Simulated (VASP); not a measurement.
# C (P1) in VASP: relaxation of cell and atoms with PBEsol

Aim: the relaxation of cell and atoms of C with PBEsol.

Program: VASP 6.6.1. These are calculated values, not measurements. Logs are shortened: lines on timing, memory, paths and dates and some standing lists are left out, and cuts for length are marked.

## (1) The cell of the first run

The typed cell holds 16 atoms: a = 4.203 Å, b = 4.203 Å, c = 6.863 Å, α = 90.00°, β = 90.00°, γ = 109.47°.

## (2) Relaxation of cell and atoms, PBEsol

Input file INCAR:

```
SYSTEM = C
PREC = Accurate ; ENCUT = 600
EDIFF = 1E-6 ; ISMEAR = 0
SIGMA = 0.05 ; LREAL = Auto
LASPH = .TRUE. ; NELM = 60
ALGO = Normal ; ISIF = 3
LWAVE = .FALSE. ; LCHARG = .FALSE.
GGA = PS ; IBRION = 2
NSW = 100 ; EDIFFG = -0.01
```

Input file KPOINTS:

```
Automatic mesh
0
G
  6 6 4
  0 0 0
```

Input file POSCAR:

```
C
1.0
   -2.4263873541      2.4263873541      2.4263873541
    2.4263873541     -2.4263873541      2.4263873541
    4.8527747083      4.8527747083      0.0000000000
C
16
Direct
    0.3255598828      0.0009100057     -0.0001485995
    0.8255598828      0.5009100057      0.4998514005
    0.3376227789      0.3382643044      0.3372056992
    0.8333270961      0.8237042125      0.8395832909
    0.0002684802      0.3262014083     -0.0001485995
    0.5002684802      0.8262014083      0.4998514005
    0.8376227789      0.8382643044      0.1624971018
    0.3376227789      0.3382643044      0.6624971018
    0.0002684802      0.6756186031     -0.0001485995
    0.5002684802      0.1756186031      0.4998514005
    0.1629141815      0.1635557070      0.1624971018
    0.6629141815      0.6635557070      0.6624971018
    0.6749770776      0.0009100057     -0.0001485995
    0.1749770776      0.5009100057      0.4998514005
    0.6629141815      0.6635557070      0.3372056992
    0.1629141815      0.1635557070      0.8372056992
```

Potentials or basis: VASP PAW PBE potentials, release 64 (C).

The run is started by

```
cat potpaw_PBE.64/C/POTCAR > POTCAR
mpirun -np 1 vasp_std > vasp.out
```

OUTCAR:

```text
SYSTEM = C
   PREC = Accurate
   ENCUT = 600
   EDIFF = 1E-6
   ISMEAR = 0
   LREAL = Auto
   LASPH = .TRUE.
   NELM = 60
   ISIF = 3
   GGA = PS
   IBRION = 2
   NSW = 100
   EDIFFG = -0.01

 ion  position               nearest neighbor table
   1  0.326  0.001  1.000-  13 1.47   9 1.58  11 1.58  16 1.58
   2  0.826  0.501  0.500-  14 1.47  10 1.58  12 1.58  15 1.58
   3  0.338  0.338  0.337-  11 1.47  15 1.58  14 1.58  10 1.58
   4  0.833  0.824  0.840-  12 1.46   9 1.54  13 1.59  16 1.62
   5  0.000  0.326  1.000-   9 1.47  13 1.58  11 1.58  16 1.58
   6  0.500  0.826  0.500-  10 1.47  14 1.58  12 1.58  15 1.58
[... 8 lines left out ...]
  15  0.663  0.664  0.337-   7 1.47   3 1.58   6 1.58   2 1.58
  16  0.163  0.164  0.837-   8 1.47   5 1.58   1 1.58   4 1.62

  LATTYP: Found a base centered orthorhombic cell.
 ALAT       =     4.8527747082
 B/A-ratio  =     1.4142135624
 C/A-ratio  =     1.4142135624

  Lattice vectors:

 A1 = (  -2.4263873541,   2.4263873541,   2.4263873541)
 A2 = (   2.4263873541,  -2.4263873541,   2.4263873541)
 A3 = (   4.8527747083,   4.8527747083,   0.0000000000)

Analysis of symmetry for initial positions (statically):
=====================================================================
 Subroutine PRICEL returns:
 Original cell was already a primitive cell.

 Routine SETGRP: Setting up the symmetry group for a
 base centered orthorhombic supercell.

 Subroutine GETGRP returns: Found  1 space group operations
 (whereof  1 operations were pure point group operations)
 out of a pool of  8 trial point group operations.

The static configuration has the point symmetry C_1 .

Analysis of symmetry for dynamics (positions and initial velocities):
=====================================================================
 Subroutine PRICEL returns:
 Original cell was already a primitive cell.

 Routine SETGRP: Setting up the symmetry group for a
 base centered orthorhombic supercell.

 Subroutine GETGRP returns: Found  1 space group operations
 (whereof  1 operations were pure point group operations)
 out of a pool of  8 trial point group operations.

The dynamic configuration has the point symmetry C_1 .

 Subroutine INISYM returns: Found  1 space group operations
 (whereof  1 operations are pure point group operations),
 and found     1 'primitive' translations

----------------------------------------------------------------------------------------

                                     Primitive cell

  volume of cell :     114.2800

  direct lattice vectors                    reciprocal lattice vectors
    -2.426387354  2.426387354  2.426387354    -0.103033837  0.103033837  0.206067675
     2.426387354 -2.426387354  2.426387354     0.103033837 -0.103033837  0.206067675
     4.852774708  4.852774708  0.000000000     0.103033837  0.103033837  0.000000000

  length of vectors
     4.202626176  4.202626176  6.862859808     0.252380328  0.252380328  0.145711850

  position of ions in fractional coordinates (direct lattice)
     0.325559883  0.000910006  0.999851400
     0.825559883  0.500910006  0.499851400
     0.337622779  0.338264304  0.337205699
     0.833327096  0.823704212  0.839583291
     0.000268480  0.326201408  0.999851400
     0.500268480  0.826201408  0.499851400
[... 8 lines left out ...]
     0.662914181  0.663555707  0.337205699
     0.162914181  0.163555707  0.837205699

  ion indices of the primitive-cell ions
   primitive index   ion index
                 1           1
                 2           2
                 3           3
                 4           4
                 5           5
                 6           6
[... 8 lines left out ...]
                15          15
                16          16

----------------------------------------------------------------------------------------

 KPOINTS: Automatic mesh

Automatic generation of k-mesh.
 Grid dimensions read from file:
 generate k-points for:    6    6    4

 Generating k-lattice:

  Cartesian coordinates                     Fractional coordinates (reciprocal lattice)
    -0.017172306  0.017172306  0.034344612     0.166666667  0.000000000  0.000000000
     0.017172306 -0.017172306  0.034344612     0.000000000  0.166666667  0.000000000
     0.025758459  0.025758459  0.000000000     0.000000000  0.000000000  0.250000000

  Length of vectors
     0.042063388  0.042063388  0.036427963

  Shift w.r.t. Gamma in fractional coordinates (k-lattice)
     0.000000000  0.000000000  0.000000000

 Subroutine IBZKPT returns following result:
 ===========================================

 Found     76 irreducible k-points:

 Following reciprocal coordinates:
            Coordinates               Weight
  0.000000  0.000000  0.000000      1.000000
  0.166667  0.000000  0.000000      2.000000
  0.000000  0.166667  0.000000      2.000000
  0.333333  0.000000  0.000000      2.000000
  0.000000  0.333333  0.000000      2.000000
  0.500000  0.000000  0.000000      1.000000
[... 16 lines left out ...]
 -0.166667  0.000000  0.250000      2.000000
  0.000000  0.166667 -0.250000      2.000000
 [... further k-points ...]
   k-points           NKPTS =     76   k-points in BZ     NKDIM =     76   number of bands    NBANDS=     41
   number of dos      NEDOS =    301   number of ions     NIONS =     16
   total plane-waves  NPLWV =  72576
   dimension x,y,z NGX =    36 NGY =   36 NGZ =   56
   dimension x,y,z NGXF=    72 NGYF=   72 NGZF=  112
   ions per type =              16
   NGX,Y,Z   is equivalent  to a cutoff of  14.24, 14.24, 13.57 a.u.
   NGXF,Y,Z  is equivalent  to a cutoff of  28.48, 28.48, 27.13 a.u.
 SYSTEM =  C
   PREC   = accura    normal or accurate (medium, high low for compatibility)
   ISTART =      0    job   : 0-new  1-cont  2-samecut
   ICHARG =      2    charge: 1-file 2-atom 10-const
   ISPIN  =      1    spin polarized calculation?
   LNONCOLLINEAR =      F non collinear calculations
   LSORBIT =      F    spin-orbit coupling
   LASPH  =      T    aspherical Exc in radial PAW
   ENCUT  =  600.0 eV  44.10 Ry    6.64 a.u.   8.39  8.39 13.71*2*pi/ulx,y,z
   NELM   =     60;   NELMIN=  2; NELMDL= -5     # of ELM steps
   EDIFF  = 0.1E-05   stopping-criterion for ELM
   LREAL  =      T    real-space projection
   EDIFFG = -.1E-01   stopping-criterion for IOM
   NSW    =    100    number of steps for IOM
   IBRION =      2    ionic relax: 0-MD 1-quasi-New 2-CG
   NFREE  =      1    steps in history (QN), initial steepest desc. (CG)
   ISIF   =      3    stress and relaxation
   ISYM   =      2    0-nonsym 1-usesym 2-fastsym
   POTIM  = 0.5000    time-step for ionic-motion
   TEBEG  =    0.0;   TEEND  =   0.0 temperature during run
   PSTRESS=    0.0 pullay stress
   NELECT =      64.0000    total number of electrons
   NUPDOWN=      -1.0000    fix difference up-down
   EMIN   =  10.00;   EMAX   =-10.00  energy-range for DOS
   EFERMI =   0.00;   METHOD = LEGACY
   ISMEAR =     0;   SIGMA  =   0.05  broadening in eV -4-tet -1-fermi 0-gaus
   EFERMI_NEDOS =   21; number of points for ismear=-14 and -15
   IALGO  =     38    algorithm
   IMIX   =      4    mixing-type and parameters
     AMIX     =   0.40;   BMIX     =  1.00
     AMIX_MAG =   1.60;   BMIX_MAG =  1.00
  volume/ion in A,a.u.               =       7.14        48.20
  Fermi-wavevector in a.u.,A,eV,Ry     =   1.349412  2.550020 24.775036  1.820914
  Thomas-Fermi vector in A             =   2.477001
   LORBIT       =      0    0 simple, 1 ext, 2 COOP (PROOUT), +10 PAW based schemes
   GGA     = PS    functional components
   LHFCALC =     F    Hartree Fock is set to
   AEXX    =    0.0000 exact exchange contribution
   IVDW    =     0    specifies the selected vdW correction
   LEPSILON=     F    determine dielectric tensor
   LRPA    =     F    only Hartree local field effects (RPA)
 conjugate gradient relaxation of ions
 non-spin polarized calculation
 Gauss-broadening in eV      SIGMA  =   0.05
  energy-cutoff  :      600.00
  volume of cell :      114.28
 maximum number of plane-waves:      3844
 NGX is ok and might be reduce to    36
   NGX = 17   NGY = 17   NGZ = 27

--------------------------------------- Ionic step        1  -------------------------------------------

 number of electron      64.0000003 magnetization

 Free energy of the ion-electron system (eV)
  ---------------------------------------------------
  ext. energy  EPLUGINS =         0.00000000
  ---------------------------------------------------
  free energy    TOTEN  =      -143.10822939 eV

  energy without entropy =     -143.10822939  energy(sigma->0) =     -143.10822939

------------------------ aborting loop because EDIFF is reached ----------------------------------------

  FORCE on cell =-STRESS in cart. coord.  units (eV):
  Direction    XX          YY          ZZ          XY          YZ          ZX
  --------------------------------------------------------------------------------------
  -------------------------------------------------------------------------------------
  Total        0.0051368      1.3118919     -0.6789195      0.0304793      0.0782833      0.0135354
  in kB        0.0720170     18.3923937     -9.5182794      0.4273115      1.0975128      0.1897622
  external PRESSURE =       2.9820438 kB  Pullay stress =       0.0000000 kB
[... 131 lines left out ...]
  FREE ENERGIE OF THE ION-ELECTRON SYSTEM (eV)
  ---------------------------------------------------
  free  energy   TOTEN  =      -143.1605828276 eV

  energy  without entropy=     -143.1605828276  energy(sigma->0) =     -143.16058283

[... ionic steps 4 to 13 ...]

--------------------------------------- Ionic step       14  -------------------------------------------

 number of electron      64.0000004 magnetization

------------------------ aborting loop because EDIFF is reached ----------------------------------------
[... 95 lines left out ...]
--------------------------------------- Ionic step       16  -------------------------------------------

 number of electron      64.0000004 magnetization

 Free energy of the ion-electron system (eV)
  ---------------------------------------------------
  ext. energy  EPLUGINS =         0.00000000
  ---------------------------------------------------
  free energy    TOTEN  =      -143.16672536 eV

  energy without entropy =     -143.16672536  energy(sigma->0) =     -143.16672536

 E-fermi :   6.8901     XC(G=0): -11.7347

 val. band max:        6.6500809000   @ k =   0.5000   0.5000   0.0000
 cond. band min:       9.5396620714   @ k =   0.5000   0.1667   0.0000
 fundamental gap:      2.8895811713
 Fermi energy:         6.8901404940

 k-point     1 :       0.0000    0.0000    0.0000
  band No.  band energies     occupation
      1     -14.2982      2.00000
      2     -13.4307      2.00000
      3      -9.7800      2.00000
      4      -7.8479      2.00000
      5      -6.1486      2.00000
      6      -6.1482      2.00000
[... 1045 lines left out ...]
     40      13.7915      0.00000
     41      14.6763      0.00000

 [... further k-points ...]

------------------------ aborting loop because EDIFF is reached ----------------------------------------

  FORCE on cell =-STRESS in cart. coord.  units (eV):
  Direction    XX          YY          ZZ          XY          YZ          ZX
  --------------------------------------------------------------------------------------
  -------------------------------------------------------------------------------------
  Total       -0.0025013      0.0132565     -0.0053724     -0.0000918     -0.0008580      0.0007114
  in kB       -0.0350384      0.1856954     -0.0752559     -0.0012864     -0.0120194      0.0099645
  external PRESSURE =       0.0251337 kB  Pullay stress =       0.0000000 kB
[... 31 lines left out ...]
  FREE ENERGIE OF THE ION-ELECTRON SYSTEM (eV)
  ---------------------------------------------------
  free  energy   TOTEN  =      -143.1667253570 eV

  energy  without entropy=     -143.1667253570  energy(sigma->0) =     -143.16672536

 reached required accuracy - stopping structural energy minimisation
```

It took 33 min on 1 thread of Intel Xeon 6975P-C (Granite Rapids), shared host; peak memory 0.42 GiB.

Results:

```yaml
Free_energy: -143.1667 eV
Relaxed_volume: 7.15 Å³/atom
Relaxed_cell: a = 4.204 Å, b = 4.204 Å, c = 6.865 Å, α = 90.00°, β = 90.00°, γ = 109.47°
Space_group_after_relaxing_to_0.1_Å: Im-3m (No. 229)
Energy_gained_by_relaxing: 3.7 meV/atom
Ionic_steps: 16
Pressure_after_relaxing: 0.0 GPa
Largest_force_after_relaxing: 0.006 eV/Å
Band_gap_on_the_k_mesh: 2.89 eV
```

Forces on the atoms (eV/Å):
```
C    0.002  0.001  0.000
C   -0.005  0.002  0.003
C    0.000 -0.001  0.000
C    0.002  0.000  0.000
C   -0.002 -0.001 -0.001
C   -0.003  0.001 -0.002
C    0.001  0.001 -0.001
C    0.001  0.002  0.001
C    0.003 -0.001  0.001
C   -0.002 -0.001 -0.001
C    0.002 -0.001 -0.002
C   -0.001  0.000  0.004
C    0.002 -0.003 -0.002
C    0.001  0.001 -0.002
C    0.002 -0.001  0.002
C   -0.002  0.002  0.001
```

The path:
| step | energy change (eV) | largest force (eV/Å) | pressure (GPa) | volume (Å³) |
| --- | --- | --- | --- | --- |
| 1 | 0.0000 | 1.9431 | 0.30 | 114.28 |
| 2 | 0.0327 | 2.2422 | -0.05 | 114.50 |
| 3 | -0.0524 | 0.2959 | 0.01 | 114.38 |
| 4 | -0.0517 | 0.4083 | -0.06 | 114.40 |
| 5 | -0.0569 | 0.1144 | -0.03 | 114.39 |
| 6 | -0.0578 | 0.0983 | 0.01 | 114.37 |
| 7 | -0.0579 | 0.0610 | 0.00 | 114.38 |
| 8 | -0.0582 | 0.0378 | 0.02 | 114.37 |
| 9 | -0.0582 | 0.0320 | 0.01 | 114.37 |
| 10 | -0.0584 | 0.0229 | 0.00 | 114.38 |
| 11 | -0.0584 | 0.0264 | -0.01 | 114.38 |
| 12 | -0.0584 | 0.0287 | 0.00 | 114.38 |
| 13 | -0.0585 | 0.0148 | 0.00 | 114.38 |
| 14 | -0.0585 | 0.0151 | 0.00 | 114.38 |
| 15 | -0.0585 | 0.0131 | 0.00 | 114.38 |
| 16 | -0.0585 | 0.0059 | 0.00 | 114.38 |

Final structure:
```xyz
16
Lattice="-2.4271 2.4269 2.4272 2.4271 -2.4269 2.4272 4.8542 4.8538 0.0000" Properties=species:S:1:pos:R:3 pbc="T T T"
C     6.4913    3.2167    3.2170
C     1.6378    3.2164    3.2168
C     1.6375    1.6372    1.6376
C     4.0644    4.0643    4.0647
C     0.7895   -0.7894    0.7897
C     3.2171    1.6371    3.2169
C     0.7895    0.7899    4.0648
C     3.2170    3.2163    1.6374
C     6.4913    3.2167    1.6376
C     1.6377    3.2164    1.6375
C     0.7894    0.7899    0.7898
C     3.2170    3.2165    3.2167
C     5.6437    4.0644    4.0648
C     3.2170    1.6370    1.6375
C     1.6375    1.6372    3.2169
C     4.0644    4.0641    0.7896
```

Levels at points of the mesh, in eV from the valence-band top:
```tsv
k point	band 28	band 29	band 30	band 31	band 32	band 33	band 34	band 35	band 36	band 37
(0.00, 0.00, 0.00)	-2.32	-2.13	-0.32	-0.32	-0.32	3.89	4.01	4.01	4.01	5.42
(0.50, 0.00, 0.00)	-2.75	-2.14	-2.14	-1.95	-1.95	3.39	3.39	4.76	4.76	4.93
(0.00, 0.50, 0.00)	-2.75	-2.14	-2.14	-1.95	-1.95	3.39	3.39	4.76	4.76	4.93
(0.50, 0.50, 0.00)	-2.32	-2.13	0.00	0.00	0.00	3.74	3.89	5.42	5.83	5.83
(0.00, 0.00, 0.50)	-2.17	-1.31	-1.31	-0.87	-0.87	3.29	3.29	4.02	4.02	4.50
(0.50, 0.00, 0.50)	-3.05	-2.32	-2.32	-2.13	-2.13	3.89	3.89	5.42	5.42	5.86
(0.00, 0.50, 0.50)	-3.05	-2.32	-2.32	-2.13	-2.13	3.89	3.89	5.42	5.42	5.86
(0.50, 0.50, 0.50)	-1.63	-1.41	-1.41	-0.94	-0.94	5.01	5.01	5.41	5.41	5.58
```

Caveat: the PAW data sets were made with another functional, which shifts forces and pressure a little. A k mesh can miss the band edges.
